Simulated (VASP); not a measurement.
# NaI (Fm-3m) in VASP: a series of runs

Runs on NaI. Level: PBEsol. Tasks: elastic constants.

All numbers are computed with VASP 6.6.1; they aren't measurements. Logs are shortened: lines on timing, memory, paths and dates and some standing lists are left out, and cuts for length are marked.

### Step 1. The cell of the first run

Symmetry: Fm-3m, No. 225, cubic system. Conventional cell: a = 5.667 Å, b = 5.667 Å, c = 5.667 Å, α = 90.00°, β = 90.00°, γ = 90.00°. Within 3.7 Å of Na (site symmetry m-3m) lie 6 I at 2.83 Å. I (site symmetry m-3m) has 6 Na at 2.83 Å within 3.7 Å.

### Step 2. Elastic constants, PBEsol

File INCAR:

```
SYSTEM = NaI
ALGO = Normal
EDIFF = 1E-8
ENCUT = 600
GGA = PS
IBRION = 6
ISIF = 3
ISMEAR = 0
LASPH = .TRUE.
LCHARG = .FALSE.
LREAL = .FALSE.
LWAVE = .FALSE.
NELM = 100
NFREE = 2
NSW = 1
POTIM = 0.015
PREC = Accurate
SIGMA = 0.01
```

File KPOINTS:

```
k-points
0
G
  8 8 8
  0 0 0
```

File POSCAR:

```
NaI
1.0
    0.0000000000      2.8333628620      2.8333628620
    2.8333628620      0.0000000000      2.8333628620
    2.8333628620      2.8333628620      0.0000000000
Na I
1 1
Direct
    0.0000000000      0.0000000000      0.0000000000
    0.5000000000      0.5000000000      0.5000000000
```

Potentials or basis: VASP PAW PBE potentials, release 64 (Na_pv, I).

Command:

```bash
$ cat potpaw_PBE.64/Na_pv/POTCAR potpaw_PBE.64/I/POTCAR > POTCAR
$ mpirun -np 1 vasp_std > vasp.out
```

OUTCAR:

```text
SYSTEM = NaI
   EDIFF = 1E-8
   ENCUT = 600
   GGA = PS
   IBRION = 6
   ISIF = 3
   ISMEAR = 0
   LASPH = .TRUE.
   LREAL = .FALSE.
   NELM = 100
   NFREE = 2
   NSW = 1
   POTIM = 0.015
   PREC = Accurate

 ion  position               nearest neighbor table
   1  0.000  0.000  0.000-   2 2.83   2 2.83   2 2.83   2 2.83   2 2.83   2 2.83
   2  0.500  0.500  0.500-   1 2.83   1 2.83   1 2.83   1 2.83   1 2.83   1 2.83

  LATTYP: Found a face centered cubic cell.
 ALAT       =     5.6667257240

  Lattice vectors:

 A1 = (   0.0000000000,   2.8333628620,   2.8333628620)
 A2 = (   2.8333628620,   0.0000000000,   2.8333628620)
 A3 = (   2.8333628620,   2.8333628620,   0.0000000000)

Analysis of symmetry for initial positions (statically):
=====================================================================
 Subroutine PRICEL returns:
 Original cell was already a primitive cell.

 Routine SETGRP: Setting up the symmetry group for a
 face centered cubic supercell.

 Subroutine GETGRP returns: Found 48 space group operations
 (whereof 48 operations were pure point group operations)
 out of a pool of 48 trial point group operations.

The static configuration has the point symmetry O_h .

Analysis of symmetry for dynamics (positions and initial velocities):
=====================================================================
 Subroutine PRICEL returns:
 Original cell was already a primitive cell.

 Routine SETGRP: Setting up the symmetry group for a
 face centered cubic supercell.

 Subroutine GETGRP returns: Found 48 space group operations
 (whereof 48 operations were pure point group operations)
 out of a pool of 48 trial point group operations.

The dynamic configuration has the point symmetry O_h .

 Subroutine INISYM returns: Found 48 space group operations
 (whereof 48 operations are pure point group operations),
 and found     1 'primitive' translations

----------------------------------------------------------------------------------------

                                     Primitive cell

  volume of cell :      45.4922

  direct lattice vectors                    reciprocal lattice vectors
     0.000000000  2.833362862  2.833362862    -0.176468749  0.176468749  0.176468749
     2.833362862  0.000000000  2.833362862     0.176468749 -0.176468749  0.176468749
     2.833362862  2.833362862  0.000000000     0.176468749  0.176468749 -0.176468749

  length of vectors
     4.006980187  4.006980187  4.006980187     0.305652839  0.305652839  0.305652839

  position of ions in fractional coordinates (direct lattice)
     0.000000000  0.000000000  0.000000000
     0.500000000  0.500000000  0.500000000

  ion indices of the primitive-cell ions
   primitive index   ion index
                 1           1
                 2           2

----------------------------------------------------------------------------------------

 KPOINTS: k-points

Automatic generation of k-mesh.
 Grid dimensions read from file:
 generate k-points for:    8    8    8

 Generating k-lattice:

[... 108 lines left out ...]
  free energy    TOTEN  =        -4.99407722 eV

  energy without entropy =       -4.99407722  energy(sigma->0) =       -4.99407722

------------------------ aborting loop because EDIFF is reached ----------------------------------------

  FORCE on cell =-STRESS in cart. coord.  units (eV):
  Direction    XX          YY          ZZ          XY          YZ          ZX
  --------------------------------------------------------------------------------------
  -------------------------------------------------------------------------------------
  Total        4.3067921      4.3067921      4.3067921     -0.0000000     -0.0000000      0.0000000
  in kB      151.6798549    151.6798549    151.6798549     -0.0000000     -0.0000000      0.0000000
  external PRESSURE =     151.6798549 kB  Pullay stress =       0.0000000 kB
[... 89 lines left out ...]
  FREE ENERGIE OF THE ION-ELECTRON SYSTEM (eV)
  ---------------------------------------------------
  free  energy   TOTEN  =        -4.9236588772 eV

  energy  without entropy=       -4.9236588772  energy(sigma->0) =       -4.92365888

[... ionic steps 4 to 14 ...]

--------------------------------------- Ionic step       15  -------------------------------------------

 number of electron      14.0000001 magnetization

------------------------ aborting loop because EDIFF is reached ----------------------------------------
[... 67 lines left out ...]
--------------------------------------- Ionic step       17  -------------------------------------------

 number of electron      14.0000002 magnetization

 Free energy of the ion-electron system (eV)
  ---------------------------------------------------
  ext. energy  EPLUGINS =         0.00000000
  ---------------------------------------------------
  free energy    TOTEN  =        -4.99357481 eV

  energy without entropy =       -4.99357481  energy(sigma->0) =       -4.99357481

 E-fermi :   4.4073     XC(G=0):  -9.5752

 val. band max:        4.3363877723   @ k =   0.0000   0.0000   0.0000
 cond. band min:       8.6191899125   @ k =   0.0000   0.5000   0.5000
 fundamental gap:      4.2828021402
 Fermi energy:         4.4073046199

 k-point     1 :       0.0000    0.0000    0.0000
  band No.  band energies     occupation
      1     -17.9635      2.00000
      2     -17.9634      2.00000
      3     -17.9634      2.00000
      4      -8.2872      2.00000
      5       4.3364      2.00000
      6       4.3364      2.00000
      7       4.3364      2.00000
      8       9.3501      0.00000
      9      11.9086      0.00000
     10      11.9086      0.00000
     11      11.9086      0.00000
[... 309 lines left out ...]
 k-point    24 :      -0.3750    0.2500    0.1250
  band No.  band energies     occupation
      1     -17.9965      2.00000
      2     -17.9736      2.00000
      3     -17.9678      2.00000
      4      -7.1997      2.00000
      5       0.6689      2.00000
      6       2.4090      2.00000
      7       3.2578      2.00000
      8      10.6751      0.00000
      9      10.8730      0.00000
     10      13.3082      0.00000
     11      13.9442      0.00000

 [... further k-points ...]

------------------------ aborting loop because EDIFF is reached ----------------------------------------

  FORCE on cell =-STRESS in cart. coord.  units (eV):
  Direction    XX          YY          ZZ          XY          YZ          ZX
  --------------------------------------------------------------------------------------
  -------------------------------------------------------------------------------------
  Total        4.3121182      4.3062239      4.3062239      0.0000000      0.0000000      0.0000000
  in kB      151.8674326    151.6598445    151.6598445      0.0000000      0.0000000      0.0000000
  external PRESSURE =     151.7290405 kB  Pullay stress =       0.0000000 kB
[... 17 lines left out ...]
  FREE ENERGIE OF THE ION-ELECTRON SYSTEM (eV)
  ---------------------------------------------------
  free  energy   TOTEN  =        -4.9935748059 eV

  energy  without entropy=       -4.9935748059  energy(sigma->0) =       -4.99357481

 INTERNAL STRAIN TENSORS FROM STRAINED CELLS
 ============================================

 INTERNAL STRAIN TENSOR FOR ION    1 for displacements in x,y,z  (eV/Angst):
          X           Y           Z          XY          YZ          ZX
  --------------------------------------------------------------------------------
  x     0.00000     0.00000    -0.00000     0.00000     0.00000     0.00000
  y    -0.00000     0.00000     0.00000    -0.00000    -0.00000    -0.00000
  z    -0.00000     0.00000    -0.00000     0.00000     0.00000     0.00000

 INTERNAL STRAIN TENSORS FROM DISPLACED ATOMS
 ============================================

 INTERNAL STRAIN TENSOR FOR ION    1 for displacements in x,y,z  (eV/Angst):
          X           Y           Z          XY          YZ          ZX
  --------------------------------------------------------------------------------
  x     0.00000     0.00000     0.00000     0.00000     0.00000     0.00000
  y     0.00000     0.00000     0.00000     0.00000     0.00000     0.00000
  z     0.00000     0.00000     0.00000     0.00000     0.00000     0.00000

 INTERNAL STRAIN TENSOR FOR ION    2 for displacements in x,y,z  (eV/Angst):
          X           Y           Z          XY          YZ          ZX
  --------------------------------------------------------------------------------
  x     0.00000     0.00000     0.00000     0.00000     0.00000     0.00000
  y     0.00000     0.00000     0.00000     0.00000     0.00000     0.00000
  z     0.00000     0.00000     0.00000     0.00000     0.00000     0.00000

 Eigenvectors and eigenvalues of the dynamical matrix
 ----------------------------------------------------

   1 f  =    7.495027 THz    47.092643 2PiTHz  250.007186 cm-1    30.996927 meV
             X         Y         Z           dx          dy          dz
      0.000000  0.000000  0.000000    -0.920259    0.000000    0.000000
      2.833363  2.833363  2.833363     0.391309    0.000000    0.000000
[... 21 lines left out ...]
   6 f/i=    0.002625 THz     0.016490 2PiTHz    0.087545 cm-1     0.010854 meV
             X         Y         Z           dx          dy          dz
      0.000000  0.000000  0.000000     0.000000   -0.301619   -0.249296
      2.833363  2.833363  2.833363     0.000000   -0.709331   -0.586282

--------------------------------------------------------------------------------------------------------

 ELASTIC MODULI CONTR FROM IONIC RELAXATION (kBar)
 Direction    XX          YY          ZZ          XY          YZ          ZX
 --------------------------------------------------------------------------------
 XX           0.0000      0.0000      0.0000      0.0000      0.0000      0.0000
 YY           0.0000      0.0000      0.0000      0.0000      0.0000      0.0000
 ZZ           0.0000      0.0000      0.0000      0.0000      0.0000      0.0000
 XY           0.0000      0.0000      0.0000      0.0000      0.0000      0.0000
 YZ           0.0000      0.0000      0.0000      0.0000      0.0000      0.0000
 ZX           0.0000      0.0000      0.0000      0.0000      0.0000      0.0000
 --------------------------------------------------------------------------------

 TOTAL ELASTIC MODULI (kBar)
 Direction    XX          YY          ZZ          XY          YZ          ZX
 --------------------------------------------------------------------------------
 XX        1589.3096    137.3325    137.3325      0.0000     -0.0000      0.0000
 YY         137.3325   1589.3096    137.3325      0.0000     -0.0000     -0.0000
 ZZ         137.3325    137.3325   1589.3096     -0.0000      0.0000     -0.0000
 XY           0.0000      0.0000     -0.0000     90.8625      0.0000      0.0000
 YZ          -0.0000     -0.0000      0.0000      0.0000     90.8625      0.0000
 ZX           0.0000     -0.0000     -0.0000      0.0000      0.0000     90.8625
 --------------------------------------------------------------------------------
```

Run time: 15 min. Hardware: 1 thread of Oxide Virtual Turin-like, shared host; peak memory 0.29 GiB.

Results:

```yaml
Elastic_constants_C11_C12_C44: 159, 14, 9 GPa
Voigt_bulk_modulus: 62 GPa
Highest_phonon_frequency_at_Γ_LO-TO_splitting_left_out: 250 cm⁻¹
```

Phonon frequencies in cm⁻¹ (negative: imaginary):
```csv
q point,frequencies
"(0.000, 0.000, 0.000)",0 0 0 250 250 250
```

Elastic tensor in Voigt notation (GPa, in the Cartesian axes of the cell as first typed):
```
159  14  14   0   0   0
 14 159  14   0   0   0
 14  14 159   0   0   0
  0   0   0   9   0   0
  0   0   0   0   9   0
  0   0   0   0   0   9
```

Clamped-ion elastic tensor (GPa):
```
159  14  14   0   0   0
 14 159  14   0   0   0
 14  14 159   0   0   0
  0   0   0   9   0   0
  0   0   0   0   9   0
  0   0   0   0   0   9
```

Caveat: the cell is under stress, which shifts elastic constants; the PAW data sets were made with another functional, which shifts forces and pressure a little; spin-orbit coupling is left out, which moves the levels of the heavy elements.

[end of part 1 of 2]
